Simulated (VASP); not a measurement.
# Tc (Fm-3m) in VASP: a series of runs, part 2 of 2

VASP 6.6.1.

## Step 3: Single point, PBEsol (13.94 Å³/atom)

This run uses another cell than the first one, of 13.94 Å³/atom.

The input, INCAR:

```
PREC = Accurate
ENCUT = 520
EDIFF = 1E-7
ISMEAR = -1
SIGMA = 0.03
LREAL = False
LASPH = True
NELM = 100
ALGO = Normal
ISIF = 2
LWAVE = False
LCHARG = False
GGA = PS
NBANDS = 12
```

The input, KPOINTS:

```
regular mesh
0
Gamma
  18 18 18
```

The input, POSCAR:

```
Tc
1.0
    0.0000000000      1.9101929120      1.9101929120
    1.9101929120      0.0000000000      1.9101929120
    1.9101929120      1.9101929120      0.0000000000
Tc
1
Direct
    0.0000000000      0.0000000000      0.0000000000
```

Potentials or basis: VASP PAW PBE potentials, release 64 (Tc_pv).

Run with:

```bash
> cat potpaw_PBE.64/Tc_pv/POTCAR > POTCAR
> mpirun -np 1 vasp_std > vasp.out
```

OUTCAR:

```text
PREC = Accurate
   ENCUT = 520
   EDIFF = 1E-7
   ISMEAR = -1
   LREAL = False
   LASPH = True
   NELM = 100
   ISIF = 2
   GGA = PS

 ion  position               nearest neighbor table
   1  0.000  0.000  0.000-

  LATTYP: Found a face centered cubic cell.
 ALAT       =     3.8203858240

  Lattice vectors:

 A1 = (   0.0000000000,   1.9101929120,   1.9101929120)
 A2 = (   1.9101929120,   0.0000000000,   1.9101929120)
 A3 = (   1.9101929120,   1.9101929120,   0.0000000000)

Analysis of symmetry for initial positions (statically):
=====================================================================
 Subroutine PRICEL returns:
 Original cell was already a primitive cell.

 Routine SETGRP: Setting up the symmetry group for a
 face centered cubic supercell.

 Subroutine GETGRP returns: Found 48 space group operations
 (whereof 48 operations were pure point group operations)
 out of a pool of 48 trial point group operations.

The static configuration has the point symmetry O_h .

Analysis of symmetry for dynamics (positions and initial velocities):
=====================================================================
 Subroutine PRICEL returns:
 Original cell was already a primitive cell.

 Routine SETGRP: Setting up the symmetry group for a
 face centered cubic supercell.

 Subroutine GETGRP returns: Found 48 space group operations
 (whereof 48 operations were pure point group operations)
 out of a pool of 48 trial point group operations.

The dynamic configuration has the point symmetry O_h .

 Subroutine INISYM returns: Found 48 space group operations
 (whereof 48 operations are pure point group operations),
 and found     1 'primitive' translations

----------------------------------------------------------------------------------------

                                     Primitive cell

  volume of cell :      13.9400

  direct lattice vectors                    reciprocal lattice vectors
     0.000000000  1.910192912  1.910192912    -0.261753667  0.261753667  0.261753667
     1.910192912  0.000000000  1.910192912     0.261753667 -0.261753667  0.261753667
     1.910192912  1.910192912  0.000000000     0.261753667  0.261753667 -0.261753667

  length of vectors
     2.701420723  2.701420723  2.701420723     0.453370651  0.453370651  0.453370651

  position of ions in fractional coordinates (direct lattice)
     0.000000000  0.000000000  0.000000000

  ion indices of the primitive-cell ions
   primitive index   ion index
                 1           1

----------------------------------------------------------------------------------------

 KPOINTS: regular mesh

Automatic generation of k-mesh.
 Grid dimensions read from file:
 generate k-points for:   18   18   18

 Generating k-lattice:

  Cartesian coordinates                     Fractional coordinates (reciprocal lattice)
    -0.014541870  0.014541870  0.014541870     0.055555556  0.000000000  0.000000000
     0.014541870 -0.014541870  0.014541870     0.000000000  0.055555556  0.000000000
     0.014541870  0.014541870 -0.014541870     0.000000000  0.000000000  0.055555556

  Length of vectors
     0.025187258  0.025187258  0.025187258

  Shift w.r.t. Gamma in fractional coordinates (k-lattice)
     0.000000000  0.000000000  0.000000000

 Subroutine IBZKPT returns following result:
 ===========================================

 Found    195 irreducible k-points:

 Following reciprocal coordinates:
            Coordinates               Weight
  0.000000  0.000000  0.000000      1.000000
  0.055556  0.000000  0.000000      8.000000
  0.111111  0.000000  0.000000      8.000000
  0.166667  0.000000  0.000000      8.000000
  0.222222  0.000000  0.000000      8.000000
  0.277778  0.000000  0.000000      8.000000
[... 16 lines left out ...]
 -0.277778  0.055556  0.000000     24.000000
 -0.222222  0.055556  0.000000     24.000000
 [... further k-points ...]
   k-points           NKPTS =    195   k-points in BZ     NKDIM =    195   number of bands    NBANDS=     12
   number of dos      NEDOS =    301   number of ions     NIONS =      1
   total plane-waves  NPLWV =   8000
   dimension x,y,z NGX =    20 NGY =   20 NGZ =   20
   dimension x,y,z NGXF=    40 NGYF=   40 NGZF=   40
   ions per type =               1
   NGX,Y,Z   is equivalent  to a cutoff of  12.31, 12.31, 12.31 a.u.
   NGXF,Y,Z  is equivalent  to a cutoff of  24.62, 24.62, 24.62 a.u.
 SYSTEM =  unknown system
   PREC   = accura    normal or accurate (medium, high low for compatibility)
   ISTART =      0    job   : 0-new  1-cont  2-samecut
   ICHARG =      2    charge: 1-file 2-atom 10-const
   ISPIN  =      1    spin polarized calculation?
   LNONCOLLINEAR =      F non collinear calculations
   LSORBIT =      F    spin-orbit coupling
   LASPH  =      T    aspherical Exc in radial PAW
   ENCUT  =  520.0 eV  38.22 Ry    6.18 a.u.   5.02  5.02  5.02*2*pi/ulx,y,z
   NELM   =    100;   NELMIN=  2; NELMDL= -5     # of ELM steps
   EDIFF  = 0.1E-06   stopping-criterion for ELM
   LREAL  =      F    real-space projection
   EDIFFG = 0.1E-05   stopping-criterion for IOM
   NSW    =      0    number of steps for IOM
   IBRION =     -1    ionic relax: 0-MD 1-quasi-New 2-CG
   NFREE  =      0    steps in history (QN), initial steepest desc. (CG)
   ISIF   =      2    stress and relaxation
   ISYM   =      2    0-nonsym 1-usesym 2-fastsym
   POTIM  = 0.5000    time-step for ionic-motion
   TEBEG  =    0.0;   TEEND  =   0.0 temperature during run
   PSTRESS=    0.0 pullay stress
   NELECT =      13.0000    total number of electrons
   NUPDOWN=      -1.0000    fix difference up-down
   EMIN   =  10.00;   EMAX   =-10.00  energy-range for DOS
   EFERMI =   0.00;   METHOD = LEGACY
   ISMEAR =    -1;   SIGMA  =   0.03  broadening in eV -4-tet -1-fermi 0-gaus
   EFERMI_NEDOS =   21; number of points for ismear=-14 and -15
   IALGO  =     38    algorithm
   IMIX   =      4    mixing-type and parameters
     AMIX     =   0.40;   BMIX     =  1.00
     AMIX_MAG =   1.60;   BMIX_MAG =  1.00
  volume/ion in A,a.u.               =      13.94        94.07
  Fermi-wavevector in a.u.,A,eV,Ry     =   1.599443  3.022509 34.806660  2.558217
  Thomas-Fermi vector in A             =   2.696735
   LORBIT       =      0    0 simple, 1 ext, 2 COOP (PROOUT), +10 PAW based schemes
   GGA     = PS    functional components
   LHFCALC =     F    Hartree Fock is set to
   AEXX    =    0.0000 exact exchange contribution
   IVDW    =     0    specifies the selected vdW correction
   LEPSILON=     F    determine dielectric tensor
   LRPA    =     F    only Hartree local field effects (RPA)
 non-spin polarized calculation
  energy-cutoff  :      520.00
  volume of cell :       13.94
 maximum number of plane-waves:       388
   NGX =  9   NGY =  9   NGZ =  9

 number of electron      12.9999996 magnetization

 Free energy of the ion-electron system (eV)
  ---------------------------------------------------
  ext. energy  EPLUGINS =         0.00000000
  ---------------------------------------------------
  free energy    TOTEN  =       -11.19241660 eV

  energy without entropy =      -11.18919812  energy(sigma->0) =      -11.19080736

 E-fermi :  13.1482     XC(G=0): -14.0997

 val. band max:       13.1280921103   @ k =   0.3889   0.0000   0.0000
 cond. band min:      13.1491227445   @ k =  -0.4444   0.3889   0.0556
 fundamental gap:      0.0210306342
 Fermi energy:        13.1482475342

 k-point     1 :       0.0000    0.0000    0.0000
  band No.  band energies     occupation
      1     -25.0878      2.00000
      2     -25.0878      2.00000
      3     -25.0878      2.00000
      4       5.4795      2.00000
      5      11.2794      2.00000
      6      11.2794      2.00000
      7      11.2794      2.00000
      8      14.0278      0.00000
      9      14.0278      0.00000
     10      27.1529      0.00000
     11      32.8858      0.00000
     12      32.8858      0.00000
[... 331 lines left out ...]
 k-point    24 :      -0.2222    0.0556    0.0000
  band No.  band energies     occupation
      1     -25.7754      2.00000
      2     -25.2225      2.00000
      3     -25.1602      2.00000
      4       7.4398      2.00000
      5      10.6599      2.00000
      6      11.7117      2.00000
      7      11.8047      2.00000
      8      13.6813      0.00000
      9      14.6081      0.00000
     10      28.0191      0.00000
     11      30.5134      0.00000
     12      35.7320      0.00000

 [... further k-points ...]

------------------------ aborting loop because EDIFF is reached ----------------------------------------

  FORCE on cell =-STRESS in cart. coord.  units (eV):
  Direction    XX          YY          ZZ          XY          YZ          ZX
  --------------------------------------------------------------------------------------
  -------------------------------------------------------------------------------------
  Total        0.2150331      0.2150331      0.2150331      0.0000000     -0.0000000      0.0000000
  in kB       24.7146351     24.7146351     24.7146351      0.0000000     -0.0000000      0.0000000
  external PRESSURE =      24.7146351 kB  Pullay stress =       0.0000000 kB

 VOLUME and BASIS-vectors are now :
 -----------------------------------------------------------------------------
  energy-cutoff  :      520.00
  volume of cell :       13.94
      direct lattice vectors                 reciprocal lattice vectors
     0.000000000  1.910192912  1.910192912    -0.261753667  0.261753667  0.261753667
     1.910192912  0.000000000  1.910192912     0.261753667 -0.261753667  0.261753667
     1.910192912  1.910192912  0.000000000     0.261753667  0.261753667 -0.261753667

 POSITION                                       TOTAL-FORCE (eV/Angst)
 -----------------------------------------------------------------------------------
      0.00000      0.00000      0.00000         0.000000      0.000000      0.000000
 -----------------------------------------------------------------------------------
    total drift:                                0.000000      0.000000      0.000000

  FREE ENERGIE OF THE ION-ELECTRON SYSTEM (eV)
  ---------------------------------------------------
  free  energy   TOTEN  =       -11.1924166015 eV

  energy  without entropy=      -11.1891981153  energy(sigma->0) =      -11.19080736
```

stdout:

```text
POSCAR found type information on POSCAR Tc
 POSCAR found :  1 types and       1 ions
 scaLAPACK will be used
 -----------------------------------------------------------------------------
|                                                                             |
|                                                                             |
|     You enforced a specific xc type in the INCAR file but a different       |
|     I HOPE YOU KNOW WHAT YOU ARE DOING!                                     |
|                                                                             |
 -----------------------------------------------------------------------------

 LDA part: xc-table for (Slater+PW92), standard interpolation
 POSCAR, INCAR and KPOINTS ok, starting setup
 FFT: planning ... GRIDC
 FFT: planning ... GRID_SOFT
 FFT: planning ... GRID
 WAVECAR not read
 entering main loop
```

It took 23 s on 1 thread of Intel Xeon 8259CL, shared host; peak memory 0.15 GiB.

Results:

```yaml
Free_energy: -11.1924 eV
Pressure: 2.5 GPa
Band_gap_on_the_k_mesh: zero (an odd number of electrons rules out a gap without spin polarisation)
```

Caveat: the PAW data sets were made with another functional, which shifts forces and pressure a little.

The gap in the log of VASP goes by the Fermi energy; the results here count the filled bands.